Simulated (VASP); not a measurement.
# Al (P6_3/mmc) in VASP: a series of runs

Runs on Al. Level: PBEsol. Tasks: single point.

All numbers are computed with VASP 6.6.1; they aren't measurements. Logs are shortened: lines on timing, memory, paths and dates and some standing lists are left out, and cuts for length are marked.

## 1. The cell of the first run

Symmetry: P6_3/mmc, No. 194, hexagonal system. The conventional cell has a = 2.650 Å, b = 2.650 Å, c = 4.267 Å, α = 90.00°, β = 90.00°, γ = 120.00°. Al (site symmetry -6m2) has 12 Al at 2.63 to 2.65 Å within 3.5 Å.

## 2. Single point, PBEsol

Contents of INCAR:

```
SYSTEM = Al
ALGO = Normal
EDIFF = 1E-6
ENCUT = 520
GGA = PS
ISIF = 2
ISMEAR = 0
LASPH = .TRUE.
LCHARG = .FALSE.
LREAL = .FALSE.
LWAVE = .FALSE.
NBANDS = 10
NELM = 80
PREC = Accurate
SIGMA = 0.15
```

Contents of KPOINTS:

```
k-points
0
G
  18 18 10
  0 0 0
```

Contents of POSCAR:

```
Al
1.0
    2.6502000000      0.0000000000      0.0000000000
   -1.3251000000      2.2951405251      0.0000000000
    0.0000000000      0.0000000000      4.2672000000
Al
2
Direct
    0.6666666667      0.3333333333      0.7500000000
    0.3333333333      0.6666666667      0.2500000000
```

Potentials or basis: VASP PAW PBE potentials, release 64 (Al).

The run is started by

```console
$ cat potpaw_PBE.64/Al/POTCAR > POTCAR
$ mpirun -np 1 vasp_std > vasp.out
```

OUTCAR:

```text
SYSTEM = Al
   EDIFF = 1E-6
   ENCUT = 520
   GGA = PS
   ISIF = 2
   ISMEAR = 0
   LASPH = .TRUE.
   LREAL = .FALSE.
   NELM = 80
   PREC = Accurate

 ion  position               nearest neighbor table
   1  0.667  0.333  0.750-   2 2.63   2 2.63   2 2.63   2 2.63   2 2.63   2 2.63
   2  0.333  0.667  0.250-   1 2.63   1 2.63   1 2.63   1 2.63   1 2.63   1 2.63

  LATTYP: Found a hexagonal cell.
 ALAT       =     2.6502000000
 C/A-ratio  =     1.6101426307

  Lattice vectors:

 A1 = (   2.6502000000,   0.0000000000,   0.0000000000)
 A2 = (  -1.3251000000,   2.2951405251,   0.0000000000)
 A3 = (   0.0000000000,   0.0000000000,   4.2672000000)

Analysis of symmetry for initial positions (statically):
=====================================================================
 Subroutine PRICEL returns:
 Original cell was already a primitive cell.

 Routine SETGRP: Setting up the symmetry group for a
 hexagonal supercell.

 Subroutine GETGRP returns: Found 24 space group operations
 (whereof 12 operations were pure point group operations)
 out of a pool of 24 trial point group operations.

The static configuration has the point symmetry D_3d.
 The point group associated with its full space group is D_6h.

Analysis of symmetry for dynamics (positions and initial velocities):
=====================================================================
 Subroutine PRICEL returns:
 Original cell was already a primitive cell.

 Routine SETGRP: Setting up the symmetry group for a
 hexagonal supercell.

 Subroutine GETGRP returns: Found 24 space group operations
 (whereof 12 operations were pure point group operations)
 out of a pool of 24 trial point group operations.

The dynamic configuration has the point symmetry D_3d.
 The point group associated with its full space group is D_6h.

 Subroutine INISYM returns: Found 24 space group operations
 (whereof 12 operations are pure point group operations),
 and found     1 'primitive' translations

----------------------------------------------------------------------------------------

                                     Primitive cell

  volume of cell :      25.9556

  direct lattice vectors                    reciprocal lattice vectors
     2.650200000  0.000000000  0.000000000     0.377330013  0.217851584  0.000000000
    -1.325100000  2.295140525  0.000000000     0.000000000  0.435703169  0.000000000
     0.000000000  0.000000000  4.267200000     0.000000000  0.000000000  0.234345707

  length of vectors
     2.650200000  2.650200000  4.267200000     0.435703169  0.435703169  0.234345707
[... 89 lines left out ...]
   POTIM  = 0.5000    time-step for ionic-motion
   TEBEG  =    0.0;   TEEND  =   0.0 temperature during run
   PSTRESS=    0.0 pullay stress
   NELECT =       6.0000    total number of electrons
   NUPDOWN=      -1.0000    fix difference up-down
   EMIN   =  10.00;   EMAX   =-10.00  energy-range for DOS
   EFERMI =   0.00;   METHOD = LEGACY
   ISMEAR =     0;   SIGMA  =   0.15  broadening in eV -4-tet -1-fermi 0-gaus
   EFERMI_NEDOS =   21; number of points for ismear=-14 and -15
   IALGO  =     38    algorithm
   IMIX   =      4    mixing-type and parameters
     AMIX     =   0.40;   BMIX     =  1.00
     AMIX_MAG =   1.60;   BMIX_MAG =  1.00
  volume/ion in A,a.u.               =      12.98        87.58
  Fermi-wavevector in a.u.,A,eV,Ry     =   1.004727  1.898660 13.734772  1.009477
  Thomas-Fermi vector in A             =   2.137362
   LORBIT       =      0    0 simple, 1 ext, 2 COOP (PROOUT), +10 PAW based schemes
   GGA     = PS    functional components
   LHFCALC =     F    Hartree Fock is set to
   AEXX    =    0.0000 exact exchange contribution
   IVDW    =     0    specifies the selected vdW correction
   LEPSILON=     F    determine dielectric tensor
   LRPA    =     F    only Hartree local field effects (RPA)
 non-spin polarized calculation
 Gauss-broadening in eV      SIGMA  =   0.15
  energy-cutoff  :      520.00
  volume of cell :       25.96
 maximum number of plane-waves:       732
 NGX is ok and might be reduce to    20
   NGX =  9   NGY =  9   NGZ = 15

 number of electron       6.0000000 magnetization

 Free energy of the ion-electron system (eV)
  ---------------------------------------------------
  ext. energy  EPLUGINS =         0.00000000
  ---------------------------------------------------
  free energy    TOTEN  =        -7.61026593 eV

  energy without entropy =       -7.60173593  energy(sigma->0) =       -7.60600093

 E-fermi :  10.6909     XC(G=0): -11.1685

 val. band max:       10.6859649069   @ k =   0.3333   0.1111   0.0000
 cond. band min:      10.6938578337   @ k =   0.3333   0.2222   0.1000
 fundamental gap:      0.0078929268
 Fermi energy:        10.6909404388

 k-point     1 :       0.0000    0.0000    0.0000
  band No.  band energies     occupation
      1      -2.2036      2.00000
      2       5.2067      2.00000
      3       6.1385      2.00000
      4      22.8198      0.00000
      5      22.8198      0.00000
      6      23.0882      0.00000
      7      23.0882      0.00000
      8      24.2323      0.00000
      9      27.0808      0.00000
     10      28.4589      0.00000
[... 287 lines left out ...]
 k-point    24 :       0.3889    0.1111    0.0000
  band No.  band energies     occupation
      1       3.4387      2.00000
      2       6.3087      2.00000
      3      10.4570      1.97260
      4      11.4994      0.00000
      5      13.2488      0.00000
      6      13.3596      0.00000
      7      16.1404      0.00000
      8      20.4933      0.00000
      9      22.2000      0.00000
     10      22.9426      0.00000

 [... further k-points ...]

------------------------ aborting loop because EDIFF is reached ----------------------------------------

  FORCE on cell =-STRESS in cart. coord.  units (eV):
  Direction    XX          YY          ZZ          XY          YZ          ZX
  --------------------------------------------------------------------------------------
  -------------------------------------------------------------------------------------
  Total        4.6599346      4.6599346      5.1280862      0.0000000      0.0000000      0.0000000
  in kB      287.6467531    287.6467531    316.5446414      0.0000000      0.0000000      0.0000000
  external PRESSURE =     297.2793825 kB  Pullay stress =       0.0000000 kB

 VOLUME and BASIS-vectors are now :
 -----------------------------------------------------------------------------
  energy-cutoff  :      520.00
  volume of cell :       25.96
      direct lattice vectors                 reciprocal lattice vectors
     2.650200000  0.000000000  0.000000000     0.377330013  0.217851584  0.000000000
    -1.325100000  2.295140525  0.000000000     0.000000000  0.435703169  0.000000000
     0.000000000  0.000000000  4.267200000     0.000000000  0.000000000  0.234345707

 POSITION                                       TOTAL-FORCE (eV/Angst)
 -----------------------------------------------------------------------------------
      1.32510      0.76505      3.20040        -0.000000      0.000000      0.000000
     -0.00000      1.53009      1.06680         0.000000     -0.000000      0.000000
 -----------------------------------------------------------------------------------
    total drift:                                0.000000     -0.000000     -0.000000

  FREE ENERGIE OF THE ION-ELECTRON SYSTEM (eV)
  ---------------------------------------------------
  free  energy   TOTEN  =        -7.6102659314 eV

  energy  without entropy=       -7.6017359314  energy(sigma->0) =       -7.60600093
```

Run time: 16 s. Hardware: 1 thread of Intel Xeon 6975P-C, shared host; peak memory 0.17 GiB.

What came out:

- Free energy: -7.6103 eV
- Pressure: 29.7 GPa
- Band gap on the k mesh: zero (band 3 reaches 15.56 eV, above the bottom of band 4 at 7.14 eV)

Stress tensor (GPa, compression positive):
```
28.76  0.00  0.00
 0.00 28.76  0.00
 0.00  0.00 31.65
```

Caveat: the PAW data sets were made with another functional, which shifts forces and pressure a little.

## 3. Single point, PBEsol

This run uses another cell than the first one, of 13.20 Å³/atom, 1.017 times its volume.

Contents of INCAR:

```
SYSTEM = Al
ALGO = Normal
EDIFF = 1E-6
ENCUT = 520
GGA = PS
ISIF = 2
ISMEAR = 0
LASPH = .True.
LCHARG = .False.
LREAL = .False.
LWAVE = .False.
NBANDS = 10
NELM = 60
PREC = Accurate
SIGMA = 0.15
```

Contents of KPOINTS:

```
k-points
0
Gamma
  18 18 10
  0 0 0
```

Changes to POSCAR since step 2:

```diff
@@ -4,3 +4,3 @@
    -1.3251000000      2.2951405251      0.0000000000
-    0.0000000000      0.0000000000      4.2672000000
+    0.0000000000      0.0000000000      4.3414000000
 Al
```

Potentials or basis: VASP PAW PBE potentials, release 64 (Al).

The run is started by

```console
$ cat potpaw_PBE.64/Al/POTCAR > POTCAR
$ mpirun -np 1 vasp_std > vasp.out
```

Wall time 17 s (1 thread of Intel Xeon 6975P-C, shared host); peak memory 0.17 GiB.

Results (log left out):

* Free energy: -7.6912 eV
* Pressure: 26.5 GPa
* Band gap on the k mesh: zero (band 3 reaches 15.01 eV, above the bottom of band 4 at 6.99 eV)

Stress tensor (GPa, compression positive):
```
26.57  0.00  0.00
 0.00 26.57  0.00
 0.00  0.00 26.25
```

Levels at points of the mesh, in eV from the Fermi level:
| k point | band 1 | band 2 | band 3 | band 4 | band 5 | band 6 |
| --- | --- | --- | --- | --- | --- | --- |
| (0.00, 0.00, 0.00) | -12.77 | -5.54 | -4.76 | 12.26 | 12.26 | 12.55 |
| (0.50, 0.00, 0.00) | -6.04 | -5.94 | 0.59 | 1.15 | 1.55 | 2.19 |
| (0.00, 0.00, 0.50) | -10.83 | -10.83 | 3.83 | 3.83 | 13.17 | 13.17 |
| (0.50, 0.00, 0.50) | -4.66 | -4.66 | -3.50 | -3.50 | 8.04 | 8.04 |

Caveat: the PAW data sets were made with another functional, which shifts forces and pressure a little.

## 4. Single point, PBEsol

This run uses another cell than the first one, of 13.37 Å³/atom, 1.030 times its volume.

Contents of INCAR:

```
PREC = Accurate
ENCUT = 520
EDIFF = 1E-7
ISMEAR = 0
SIGMA = 0.15
LREAL = False
LASPH = True
NELM = 80
ALGO = Fast
ISIF = 2
LWAVE = False
LCHARG = False
GGA = PS
NBANDS = 10
```

Contents of KPOINTS:

```
Automatic mesh
0
Gamma
  18 18 10
```

Contents of POSCAR:

```
Al
1.0
    2.6901000000      0.0000000000      0.0000000000
   -1.3450500000      2.3296949387      0.0000000000
    0.0000000000      0.0000000000      4.2672000000
Al
2
Direct
    0.6666666667      0.3333333333      0.7500000000
    0.3333333333      0.6666666667      0.2500000000
```

The run is started by

```console
$ cat potpaw_PBE.64/Al/POTCAR > POTCAR
$ mpirun -np 1 vasp_std > vasp.out
```

Wall time 27 s (1 thread of Intel Xeon 6975P-C, shared host); peak memory 0.17 GiB.

It converged, with:

```
Free energy            : -7.7358 eV
Pressure               : 24.4 GPa
Band gap on the k mesh : zero (band 3 reaches 15.38 eV, above the bottom of band 4 at 6.78 eV)
```

Stress tensor (GPa, compression positive):
```
22.54  0.00  0.00
 0.00 22.54  0.00
 0.00  0.00 28.14
```

Levels at points of the mesh, in eV from the Fermi level:
```csv
k point,band 1,band 2,band 3,band 4,band 5,band 6,band 7
"(0.00, 0.00, 0.00)",-12.66,-5.25,-4.30,11.75,11.75,11.86,11.86
"(0.50, 0.00, 0.00)",-6.08,-6.05,0.65,1.27,1.87,2.36,6.27
"(0.00, 0.00, 0.50)",-10.65,-10.65,4.50,4.50,12.69,12.69,12.69
"(0.50, 0.00, 0.50)",-4.64,-4.64,-3.53,-3.53,7.91,7.91,8.09
```

Caveat: the PAW data sets were made with another functional, which shifts forces and pressure a little.

## 5. The runs side by side

```tsv
cell	gap on the mesh (eV)	pressure (GPa)
a = 2.650, b = 2.650, c = 4.267 Å, angles 90.0, 90.0, 120.0°, 2 atoms	none	29.7
a = 2.650, b = 2.650, c = 4.341 Å, angles 90.0, 90.0, 120.0°, 2 atoms	none	26.5
a = 2.690, b = 2.690, c = 4.267 Å, angles 90.0, 90.0, 120.0°, 2 atoms	none	24.4
```

Alike in all rows: task single point; level PBEsol; potentials or basis VASP PAW PBE potentials, release 64 (Al); no spin polarisation; k mesh 18 × 18 × 10; cutoff (eV) 520; smearing gaussian 0.15 eV.

Caveats: the PAW data sets were made with another functional, which shifts forces and pressure a little.

Total energies depend on the potentials used, so only differences within one code and one set of settings carry meaning.
